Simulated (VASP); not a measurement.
## BiTe: single point with PBEsol

BiTe:

```
Bi Te
1.0
     0.03597    3.19715    3.19715
     3.19715    0.03597    3.19715
     3.23312    3.23312    0.00000
Bi Te
1 1
Direct
  0.00000 0.00000 0.00000
  0.50000 0.50000 0.50000
```

This cell differs from its parent crystal: strain +0.0225 x Voigt [0, 0, 0, 0, 0, 1].

- Program: VASP 6.6.1
- Task: single point
- Functional: PBEsol
- Potentials or basis: VASP PAW PBE potentials, release 64 (Bi_d, Te)
- Cutoff: 520 eV
- k mesh: 16 × 16 × 16
- Occupations: gaussian, width 0.15 eV
- Spin: no spin polarisation

```yaml
Pressure: 0.0 GPa
Band_gap_on_the_k_mesh: zero (an odd number of electrons rules out a gap without spin polarisation)
```

Levels at points of the mesh, in eV from the Fermi level:
| k point | band 7 | band 8 | band 9 | band 10 | band 11 | band 12 | band 13 | band 14 |
| --- | --- | --- | --- | --- | --- | --- | --- | --- |
| (0.00, 0.00, 0.00) | -8.00 | -2.72 | -2.62 | -2.51 | 2.20 | 2.23 | 2.28 | 4.45 |
| (0.50, 0.00, 0.00) | -11.36 | -2.03 | -1.98 | -1.63 | -0.94 | -0.76 | -0.68 | 7.35 |
| (0.50, 0.50, 0.00) | -9.96 | -5.91 | -4.28 | -4.06 | 2.06 | 3.73 | 3.82 | 5.22 |
| (0.00, 0.00, 0.50) | -11.40 | -1.96 | -1.90 | -1.54 | -0.83 | -0.65 | -0.60 | 7.28 |
| (0.50, 0.00, 0.50) | -9.96 | -5.91 | -4.17 | -4.17 | 2.05 | 3.75 | 3.77 | 5.22 |

Run time: 17 min on 1 thread of AMD EPYC 9755 128-Core Processor, with other jobs on the host, peak memory 0.75 GiB.

Caveat: the cell differs from its parent crystal (strain +0.0225 x Voigt [0, 0, 0, 0, 0, 1]); the PAW data sets were made with another functional, which shifts forces and pressure a little; spin-orbit coupling is left out, which moves the levels of the heavy elements.
